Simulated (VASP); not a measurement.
# Ta2N (P-31m) in VASP: notebook

Runs on Ta2N. Level: PBE. Tasks: single point.

Everything below comes from runs of VASP 6.6.1. Logs are shortened: lines on timing, memory, paths and dates and some standing lists are left out, and cuts for length are marked.

### 1 The cell of the first run

It takes space group P-31m (No. 162, trigonal). The conventional cell has a = 5.314 Å, b = 5.314 Å, c = 4.956 Å, α = 90.00°, β = 90.00°, γ = 120.00°. Within 2.9 Å of Ta (site symmetry m) lie 3 N at 2.08 to 2.36 Å and 6 Ta at 2.76 to 2.88 Å. Within 2.8 Å of N (site symmetry 32) lie 6 Ta at 2.08 Å. N (site symmetry -3m) has 6 Ta at 2.36 Å within 3.1 Å.

### 2 Single point, PBE

The input, INCAR:

```
  PREC = Accurate
  ENCUT = 520
  EDIFF = 1E-7
  ISMEAR = 0
  SIGMA = 0.15
  LREAL = False
  LASPH = True
  NELM = 100
  ALGO = Normal
  ISIF = 2
  LWAVE = False
  LCHARG = False
  GGA = PE
  NBANDS = 50
```

The input, KPOINTS:

```
regular mesh
0
Gamma
  9 9 8
```

The input, POSCAR:

```
Ta2N
1.0
    5.3140726747      0.0000000000      0.0000000000
   -2.6570363373      4.6021219338      0.0000000000
    0.0000000000      0.0000000000      4.9556489437
Ta N
6 3
Direct
    0.6200274626      0.6200274626      0.7528547364
    0.0000000000      0.3799725374      0.7528547364
    0.3799725374      0.0000000000      0.7528547364
    0.3799725374      0.3799725374      0.2471452636
    0.0000000000      0.6200274626      0.2471452636
    0.6200274626      0.0000000000      0.2471452636
    0.6666666667      0.3333333333      0.5000000000
    0.3333333333      0.6666666667      0.5000000000
    0.0000000000      0.0000000000      0.0000000000
```

Potentials or basis: VASP PAW PBE potentials, release 64 (Ta_pv, N).

On the command line:

```sh
$ cat potpaw_PBE.64/Ta_pv/POTCAR potpaw_PBE.64/N/POTCAR > POTCAR
$ mpirun -np 1 vasp_std > vasp.out
```

OUTCAR:

```text
PREC = Accurate
   ENCUT = 520
   EDIFF = 1E-7
   ISMEAR = 0
   LREAL = False
   LASPH = True
   NELM = 100
   ISIF = 2
   GGA = PE

 ion  position               nearest neighbor table
   1  0.620  0.620  0.753-   7 2.08   8 2.08   9 2.36   4 2.76   4 2.81   3 2.88   3 2.88   2 2.88
                             2 2.88   6 3.17   5 3.17   6 3.22   5 3.22   2 3.50   3 3.50
   2  0.000  0.380  0.753-   7 2.08   8 2.08   9 2.36   5 2.76   5 2.81   3 2.88   1 2.88   3 2.88
                             1 2.88   6 3.17   4 3.17   6 3.22   4 3.22   1 3.50   3 3.50
   3  0.380  0.000  0.753-   8 2.08   7 2.08   9 2.36   6 2.76   6 2.81   1 2.88   1 2.88   2 2.88
                             2 2.88   4 3.17   5 3.17   4 3.22   5 3.22   2 3.50   1 3.50
   4  0.380  0.380  0.247-   8 2.08   7 2.08   9 2.36   1 2.76   1 2.81   6 2.88   6 2.88   5 2.88
                             5 2.88   3 3.17   2 3.17   3 3.22   2 3.22   5 3.50   6 3.50
   5  0.000  0.620  0.247-   8 2.08   7 2.08   9 2.36   2 2.76   2 2.81   6 2.88   4 2.88   6 2.88
                             4 2.88   3 3.17   1 3.17   3 3.22   1 3.22   4 3.50   6 3.50
   6  0.620  0.000  0.247-   7 2.08   8 2.08   9 2.36   3 2.76   3 2.81   4 2.88   4 2.88   5 2.88
                             5 2.88   1 3.17   2 3.17   1 3.22   2 3.22   5 3.50   4 3.50
   7  0.667  0.333  0.500-   6 2.08   2 2.08   3 2.08   5 2.08   1 2.08   4 2.08
   8  0.333  0.667  0.500-   3 2.08   5 2.08   6 2.08   2 2.08   4 2.08   1 2.08
   9  0.000  0.000  0.000-   2 2.36   5 2.36   4 2.36   1 2.36   3 2.36   6 2.36

  LATTYP: Found a hexagonal cell.
 ALAT       =     5.3140726747
 C/A-ratio  =     0.9325519704

  Lattice vectors:

 A1 = (   5.3140726747,   0.0000000000,   0.0000000000)
 A2 = (  -2.6570363373,   4.6021219338,   0.0000000000)
 A3 = (   0.0000000000,   0.0000000000,   4.9556489437)

Analysis of symmetry for initial positions (statically):
=====================================================================
 Subroutine PRICEL returns:
 Original cell was already a primitive cell.

 Routine SETGRP: Setting up the symmetry group for a
 hexagonal supercell.

 Subroutine GETGRP returns: Found 12 space group operations
 (whereof 12 operations were pure point group operations)
 out of a pool of 24 trial point group operations.

The static configuration has the point symmetry D_3d.

Analysis of symmetry for dynamics (positions and initial velocities):
=====================================================================
 Subroutine PRICEL returns:
 Original cell was already a primitive cell.

 Routine SETGRP: Setting up the symmetry group for a
 hexagonal supercell.

 Subroutine GETGRP returns: Found 12 space group operations
 (whereof 12 operations were pure point group operations)
 out of a pool of 24 trial point group operations.

The dynamic configuration has the point symmetry D_3d.

 Subroutine INISYM returns: Found 12 space group operations
 (whereof 12 operations are pure point group operations),
 and found     1 'primitive' translations

----------------------------------------------------------------------------------------

                                     Primitive cell

  volume of cell :     121.1954

  direct lattice vectors                    reciprocal lattice vectors
     5.314072675  0.000000000  0.000000000     0.188179587  0.108645535  0.000000000
    -2.657036337  4.602121934  0.000000000     0.000000000  0.217291070  0.000000000
     0.000000000  0.000000000  4.955648944     0.000000000  0.000000000  0.201789919

  length of vectors
     5.314072675  5.314072675  4.955648944     0.217291070  0.217291070  0.201789919

  position of ions in fractional coordinates (direct lattice)
     0.620027463  0.620027463  0.752854736
     1.000000000  0.379972537  0.752854736
     0.379972537  0.000000000  0.752854736
     0.379972537  0.379972537  0.247145264
     1.000000000  0.620027463  0.247145264
     0.620027463  0.000000000  0.247145264
     0.666666667  0.333333333  0.500000000
     0.333333333  0.666666667  0.500000000
     0.000000000  0.000000000  0.000000000

  ion indices of the primitive-cell ions
   primitive index   ion index
                 1           1
                 2           2
                 3           3
                 4           4
                 5           5
                 6           6
                 7           7
                 8           8
                 9           9

----------------------------------------------------------------------------------------

 KPOINTS: regular mesh

Automatic generation of k-mesh.
 Grid dimensions read from file:
 generate k-points for:    9    9    8

 Generating k-lattice:

  Cartesian coordinates                     Fractional coordinates (reciprocal lattice)
     0.020908843  0.012071726  0.000000000     0.111111111  0.000000000  0.000000000
     0.000000000  0.024143452  0.000000000     0.000000000  0.111111111  0.000000000
     0.000000000  0.000000000  0.025223740     0.000000000  0.000000000  0.125000000

  Length of vectors
     0.024143452  0.024143452  0.025223740

  Shift w.r.t. Gamma in fractional coordinates (k-lattice)
     0.000000000  0.000000000  0.000000000

 Subroutine IBZKPT returns following result:
 ===========================================

 Found     81 irreducible k-points:

 Following reciprocal coordinates:
            Coordinates               Weight
  0.000000  0.000000  0.000000      1.000000
  0.111111  0.000000  0.000000      6.000000
  0.222222  0.000000  0.000000      6.000000
  0.333333  0.000000  0.000000      6.000000
  0.444444  0.000000  0.000000      6.000000
  0.111111  0.111111  0.000000      6.000000
[... 16 lines left out ...]
 -0.111111  0.444444  0.125000     12.000000
  0.444444  0.111111  0.125000      6.000000
 [... further k-points ...]
   k-points           NKPTS =     81   k-points in BZ     NKDIM =     81   number of bands    NBANDS=     50
   number of dos      NEDOS =    301   number of ions     NIONS =      9
   total plane-waves  NPLWV =  64000
   dimension x,y,z NGX =    40 NGY =   40 NGZ =   40
   dimension x,y,z NGXF=    80 NGYF=   80 NGZF=   80
   ions per type =               6   3
   NGX,Y,Z   is equivalent  to a cutoff of  12.51, 12.51, 13.42 a.u.
   NGXF,Y,Z  is equivalent  to a cutoff of  25.03, 25.03, 26.84 a.u.
 SYSTEM =  unknown system
   PREC   = accura    normal or accurate (medium, high low for compatibility)
   ISTART =      0    job   : 0-new  1-cont  2-samecut
   ICHARG =      2    charge: 1-file 2-atom 10-const
   ISPIN  =      1    spin polarized calculation?
   LNONCOLLINEAR =      F non collinear calculations
   LSORBIT =      F    spin-orbit coupling
   LASPH  =      T    aspherical Exc in radial PAW
   ENCUT  =  520.0 eV  38.22 Ry    6.18 a.u.   9.88  9.88  9.21*2*pi/ulx,y,z
   NELM   =    100;   NELMIN=  2; NELMDL= -5     # of ELM steps
   EDIFF  = 0.1E-06   stopping-criterion for ELM
   LREAL  =      F    real-space projection
   EDIFFG = 0.1E-05   stopping-criterion for IOM
   NSW    =      0    number of steps for IOM
   IBRION =     -1    ionic relax: 0-MD 1-quasi-New 2-CG
   NFREE  =      0    steps in history (QN), initial steepest desc. (CG)
   ISIF   =      2    stress and relaxation
   ISYM   =      2    0-nonsym 1-usesym 2-fastsym
   POTIM  = 0.5000    time-step for ionic-motion
   TEBEG  =    0.0;   TEEND  =   0.0 temperature during run
   PSTRESS=    0.0 pullay stress
   NELECT =      81.0000    total number of electrons
   NUPDOWN=      -1.0000    fix difference up-down
   EMIN   =  10.00;   EMAX   =-10.00  energy-range for DOS
   EFERMI =   0.00;   METHOD = LEGACY
   ISMEAR =     0;   SIGMA  =   0.15  broadening in eV -4-tet -1-fermi 0-gaus
   EFERMI_NEDOS =   21; number of points for ismear=-14 and -15
   IALGO  =     38    algorithm
   IMIX   =      4    mixing-type and parameters
     AMIX     =   0.40;   BMIX     =  1.00
     AMIX_MAG =   1.60;   BMIX_MAG =  1.00
  volume/ion in A,a.u.               =      13.47        90.87
  Fermi-wavevector in a.u.,A,eV,Ry     =   1.431334  2.704830 27.874505  2.048718
  Thomas-Fermi vector in A             =   2.551082
   LORBIT       =      0    0 simple, 1 ext, 2 COOP (PROOUT), +10 PAW based schemes
   GGA     = PE    functional components
   LHFCALC =     F    Hartree Fock is set to
   AEXX    =    0.0000 exact exchange contribution
   IVDW    =     0    specifies the selected vdW correction
   LEPSILON=     F    determine dielectric tensor
   LRPA    =     F    only Hartree local field effects (RPA)
 non-spin polarized calculation
 Gauss-broadening in eV      SIGMA  =   0.15
  energy-cutoff  :      520.00
  volume of cell :      121.20
 maximum number of plane-waves:      3294
   NGX = 19   NGY = 19   NGZ = 19

 number of electron      81.0000002 magnetization

 Free energy of the ion-electron system (eV)
  ---------------------------------------------------
  ext. energy  EPLUGINS =         0.00000000
  ---------------------------------------------------
  free energy    TOTEN  =       -99.93404362 eV

  energy without entropy =      -99.88879932  energy(sigma->0) =      -99.91142147

 E-fermi :   7.0639     XC(G=0): -12.8339

 val. band max:        7.0572211763   @ k =   0.4444   0.1111   0.0000
 cond. band min:       7.0695791367   @ k =   0.2222   0.0000   0.0000
 fundamental gap:      0.0123579604
 Fermi energy:         7.0639314094

 k-point     1 :       0.0000    0.0000    0.0000
  band No.  band energies     occupation
      1     -28.4296      2.00000
      2     -28.3905      2.00000
      3     -28.0175      2.00000
      4     -27.9419      2.00000
      5     -27.9419      2.00000
      6     -27.7839      2.00000
[... 42 lines left out ...]
     49       9.6121      0.00000
     50       9.8668      0.00000
[... 1217 lines left out ...]
     49      10.0786      0.00000
     50      10.5303      0.00000

 [... further k-points ...]

------------------------ aborting loop because EDIFF is reached ----------------------------------------

  FORCE on cell =-STRESS in cart. coord.  units (eV):
  Direction    XX          YY          ZZ          XY          YZ          ZX
  --------------------------------------------------------------------------------------
  -------------------------------------------------------------------------------------
  Total       12.1442695     12.1442695     11.1460849      0.0000000      0.0000000     -0.0000000
  in kB      160.5446488    160.5446488    147.3488622      0.0000000      0.0000000     -0.0000000
  external PRESSURE =     156.1460532 kB  Pullay stress =       0.0000000 kB

 VOLUME and BASIS-vectors are now :
 -----------------------------------------------------------------------------
  energy-cutoff  :      520.00
  volume of cell :      121.20
      direct lattice vectors                 reciprocal lattice vectors
     5.314072675  0.000000000  0.000000000     0.188179587  0.108645535  0.000000000
    -2.657036337  4.602121934  0.000000000     0.000000000  0.217291070  0.000000000
     0.000000000  0.000000000  4.955648944     0.000000000  0.000000000  0.201789919

 POSITION                                       TOTAL-FORCE (eV/Angst)
 -----------------------------------------------------------------------------------
      1.64744      2.85344      3.73088         2.817582      4.880196      1.833134
     -1.00960      1.74868      3.73088         2.817582     -4.880196      1.833134
      2.01920      0.00000      3.73088        -5.635165     -0.000000      1.833134
      1.00960      1.74868      1.22477        -2.817582     -4.880196     -1.833134
     -1.64744      2.85344      1.22477        -2.817582      4.880196     -1.833134
      3.29487      0.00000      1.22477         5.635165      0.000000     -1.833134
      2.65704      1.53404      2.47782        -0.000000      0.000000     -0.000000
     -0.00000      3.06808      2.47782         0.000000     -0.000000     -0.000000
      0.00000      0.00000      0.00000        -0.000000      0.000000     -0.000000
 -----------------------------------------------------------------------------------
    total drift:                               -0.000000      0.000000      0.000000

  FREE ENERGIE OF THE ION-ELECTRON SYSTEM (eV)
  ---------------------------------------------------
  free  energy   TOTEN  =       -99.9340436160 eV

  energy  without entropy=      -99.8887993205  energy(sigma->0) =      -99.91142147
```

Run time: 4.3 min. Hardware: 1 thread of Intel Xeon 6975P-C (Granite Rapids), shared host; peak memory 0.48 GiB.

What came out:

```
Free energy            : -99.9340 eV
Pressure               : 15.6 GPa
Largest force          : 5.926 eV/Å
Band gap on the k mesh : zero (an odd number of electrons rules out a gap without spin polarisation)
```

Forces on the atoms (eV/Å):
```
Ta   2.818  4.880  1.833
Ta   2.818 -4.880  1.833
Ta  -5.635  0.000  1.833
Ta  -2.818 -4.880 -1.833
Ta  -2.818  4.880 -1.833
Ta   5.635  0.000 -1.833
N    0.000  0.000  0.000
N    0.000  0.000  0.000
N    0.000  0.000  0.000
```

Stress tensor (GPa, compression positive):
```
16.05  0.00  0.00
 0.00 16.05  0.00
 0.00  0.00 14.73
```

Caveat: the cell stands under pressure; spin-orbit coupling is left out, which moves the levels of the heavy elements; forces of over 1 eV/Å act on the atoms, so gaps and moduli don't describe the material at rest.

(Continued in part 2 of 3.)

The gap in the log of VASP goes by the Fermi energy; the results here count the filled bands.